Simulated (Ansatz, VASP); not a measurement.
## One calculation of La2O3, two programs

File INCAR:

```
SYSTEM = La2O3
PREC     = Accurate       ! precision mode
ENCUT    = 520            ! plane-wave cutoff, eV
EDIFF    = 1E-6           ! SCF threshold, eV
ISMEAR   = 0              ! smearing method
SIGMA    = 0.01           ! smearing width, eV
LREAL    = .False.        ! projectors in reciprocal space
LASPH    = .True.         ! aspherical terms in the spheres
NELM     = 100            ! most SCF steps
ALGO     = Normal         ! electronic algorithm
ISIF     = 2              ! what is computed and relaxed
LWAVE    = .False.        ! write WAVECAR
LCHARG   = .False.        ! write CHGCAR
GGA      = CA             ! functional
NBANDS   = 28             ! bands
```

Contents of KPOINTS:

```
regular mesh
0
Gamma
  3 3 6
  0 0 0
```

Contents of POSCAR:

```
La2O3
1.0
    6.2667800000      0.0000000000      0.0000000000
   -3.1333900000      5.4271906799      0.0000000000
    0.0000000000      0.0000000000      3.2997660000
La O
2 3
Direct
    0.3333333333      0.6666666667      0.5000000000
    0.6666666667      0.3333333333      0.5000000000
    0.4919900000      0.4919900000      0.0000000000
    0.0000000000      0.5080100000      0.0000000000
    0.5080100000      0.0000000000      0.0000000000
```

Input for Ansatz:

```yaml
crystal:
  lattice:
    a: 6.26678
    b: 6.26678
    c: 3.299766
    alpha: 90.0
    beta: 90.0
    gamma: 120.0
  atoms:
    - { symbol: La, position: [0.3333333333333333, 0.6666666666666666, 0.5] }
    - { symbol: La, position: [0.6666666666666666, 0.3333333333333333, 0.5] }
    - { symbol: O, position: [0.49199, 0.49199, 0.0] }
    - { symbol: O, position: [0.0, 0.50801, 0.0] }
    - { symbol: O, position: [0.50801, 0.0, 0.0] }
kpoints:
  mp_grid:
    grid: [3, 3, 6]
    shift: [0.0, 0.0, 0.0]
hamiltonian:
  xc: lda
scf:
  occupations:
    method: fixed
output:
  stress: true
```

Alike in both runs: task single point; functional LDA; k mesh 3 × 3 × 6; no spin polarisation.

|  | VASP | Ansatz |
| --- | --- | --- |
| version | VASP 6.6.1 | Ansatz 0.2.0 |
| potentials or method | VASP PAW LDA potentials, release 64 (La, O) | plane waves, PAW |
| plane-wave cutoff (eV) | 520 | 420 |
| occupations | gaussian, width 0.01 eV | fixed |
| valence electrons in the cell | 40 | 40 |

Ansatz gave:

| Item | Value |
| --- | --- |
| pressure (GPa) | -3.3 |
| traceless stress, the component that is largest in VASP (GPa) | -3.14 |

Q: Which values does VASP return?

A: Pressure (GPa): -3.3; traceless stress, the component that is largest in VASP (GPa): -3.10.

LDA's correlation is that of Perdew and Zunger in VASP and of Perdew and Wang (1992) in Ansatz.

Spin-orbit coupling is off throughout.
